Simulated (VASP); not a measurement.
Input of a VASP 6.6.1 run:

Contents of INCAR:

```
  PREC = Accurate
  ENCUT = 520
  EDIFF = 1E-6
  ISMEAR = 0
  SIGMA = 0.1
  LREAL = Auto
  LASPH = T
  NELM = 60
  ALGO = Normal
  ISIF = 2
  LWAVE = F
  LCHARG = F
  LDIPOL = T
  IDIPOL = 3
  DIPOL = 0.5 0.5 0.322
  GGA = PE
  NBANDS = 46
```

KPOINTS

```
Automatic mesh
0
Gamma
  6 4 1
```

The input POSCAR:

```
Be24Cl
1.0
    4.5254381414      0.0000000000      0.0000000000
    0.0000000000      7.1336190818      0.0000000000
    0.0000000000      0.0000000000     19.8685529777
Be Cl
24 1
Direct
    0.0000000000      0.3750000000      0.2013231665
    0.0000000000      0.8750000000      0.2013231665
    0.5000000000      0.3750000000      0.2013231665
    0.5000000000      0.8750000000      0.2013231665
    0.2500000000      0.1250000000      0.2341987732
    0.2500000000      0.6250000000      0.2341987732
    0.7500000000      0.1250000000      0.2341987732
    0.7500000000      0.6250000000      0.2341987732
    0.2500000000      0.3750000000      0.2999499865
    0.2500000000      0.8750000000      0.2999499865
    0.7500000000      0.3750000000      0.2999499865
    0.7500000000      0.8750000000      0.2999499865
    0.0000000000      0.1250000000      0.3268353583
    0.0000000000      0.6250000000      0.3268353583
    0.5000000000      0.1250000000      0.3268353583
    0.5000000000      0.6250000000      0.3268353583
    0.0000000000      0.3750000000      0.3993099146
    0.0000000000      0.8750000000      0.3993099146
    0.5000000000      0.3750000000      0.3993099146
    0.5000000000      0.8750000000      0.3993099146
    0.2500000000      0.1250000000      0.4211958962
    0.2500000000      0.6250000000      0.4211958962
    0.7500000000      0.1250000000      0.4211958962
    0.7500000000      0.6250000000      0.4211958962
    0.5000000000      0.1875000000      0.5093196025
```

Potentials or basis: VASP PAW PBE potentials, release 64 (Be, Cl).

Launch:

```bash
$ cat potpaw_PBE.64/Be/POTCAR potpaw_PBE.64/Cl/POTCAR > POTCAR
$ mpirun -np 1 vasp_std > vasp.out
```

Predict the largest force.

0.799 eV/Å.

Estimate the band gap on the k mesh.

zero (an odd number of electrons rules out a gap without spin polarisation).

Forces on the atoms (eV/Å):
```
Be   0.000 -0.056  0.544
Be   0.000  0.041  0.526
Be   0.000  0.092  0.595
Be   0.000 -0.190  0.569
Be  -0.038  0.038 -0.609
Be   0.020  0.032 -0.798
Be   0.038  0.038 -0.609
Be  -0.020  0.032 -0.798
Be  -0.094  0.078  0.115
Be  -0.041 -0.088  0.046
Be   0.094  0.078  0.115
Be   0.041 -0.088  0.046
Be   0.000  0.025  0.155
Be   0.000  0.030  0.034
Be   0.000 -0.013  0.384
Be   0.000  0.133 -0.140
Be   0.000  0.473 -0.541
Be   0.000 -0.231 -0.192
Be   0.000  0.508 -0.179
Be   0.000 -0.478 -0.464
Be   0.168 -0.046  0.618
Be  -0.055  0.025 -0.013
Be  -0.168 -0.046  0.618
Be   0.055  0.025 -0.013
Cl   0.000 -0.408 -0.010
```
